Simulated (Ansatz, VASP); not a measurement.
AgI in VASP and in Ansatz

File INCAR:

```
SYSTEM = AgI
ALGO = Normal ; EDIFF = 1E-6
ENCUT = 500 ; GGA = PE
GGA_COMPAT = .False. ; ISIF = 2
ISMEAR = 0 ; LASPH = .True.
LCHARG = .True. ; LELF = .True.
LREAL = .False. ; LVHAR = .True.
LWAVE = .False. ; NBANDS = 26
NELM = 120 ; PREC = Accurate
SIGMA = 0.02
```

File KPOINTS:

```
k-points
0
Gamma
  9 9 4
  0 0 0
```

The input POSCAR:

```
AgI
1.0
    4.4743867443      0.0000000000      0.0000000000
   -2.2371933722      3.8749325869      0.0000000000
    0.0000000000      0.0000000000      7.4494694000
Ag I
2 2
Direct
    0.3333333333      0.6666666667      0.0039946738
    0.6666666667      0.3333333333      0.5039946738
    0.3333333333      0.6666666667      0.3710053262
    0.6666666667      0.3333333333      0.8710053262
```

Input for Ansatz:

```yaml
crystal:
  lattice:
    - [4.4743867443, 0.0, 0.0]
    - [-2.2371933722, 3.8749325869, 0.0]
    - [0.0, 0.0, 7.4494694]
  atoms:
    - { symbol: Ag, position: [0.3333333333, 0.6666666667, 0.0039946738] }
    - { symbol: Ag, position: [0.6666666667, 0.3333333333, 0.5039946738] }
    - { symbol: I, position: [0.3333333333, 0.6666666667, 0.3710053262] }
    - { symbol: I, position: [0.6666666667, 0.3333333333, 0.8710053262] }
basis:
  ecutwfc: 420
kpoints:
  mp_grid: { grid: [9, 9, 4] }
hamiltonian:
  xc: pbe
scf:
  occupations: { method: gaussian, width: 0.02 }
output:
  forces: true
  stress: true
  eigenvalues: true
  populations: true
```

Alike in both runs: task single point; functional PBE; k mesh 9 × 9 × 4; occupations gaussian, width 0.02 eV; no spin polarisation.

|  | VASP | Ansatz |
| --- | --- | --- |
| version | VASP 6.6.1 | Ansatz 0.2.0 |
| potentials or method | VASP PAW PBE potentials, release 64 (Ag, I), cutoff 500 eV | scalar-relativistic, plane waves, PAW |
| valence electrons in the cell | 36 | 72 |

```tsv
	VASP	Ansatz	Ansatz less VASP
gap on the k mesh at the Fermi level (eV)	1.37	1.37	-0.003
least direct gap on the mesh (eV)	1.37	1.37	-0.003
pressure (GPa)	4.2	4.3	+0.07
traceless stress, the component that is largest in VASP (GPa)	0.26	0.26	+0.008
rms of the force components (eV/Å)	0.033	0.033	+0.0002
```

Atom by atom the forces differ by 0.000 eV/Å (rms over components). With one functional, cell and mesh, what is left measures potentials, basis and numerics. VASP's potentials hold 36 valence electrons a cell and Ansatz's 72, so a difference there can come from the potentials and not from the codes.

Spin-orbit coupling is off throughout.
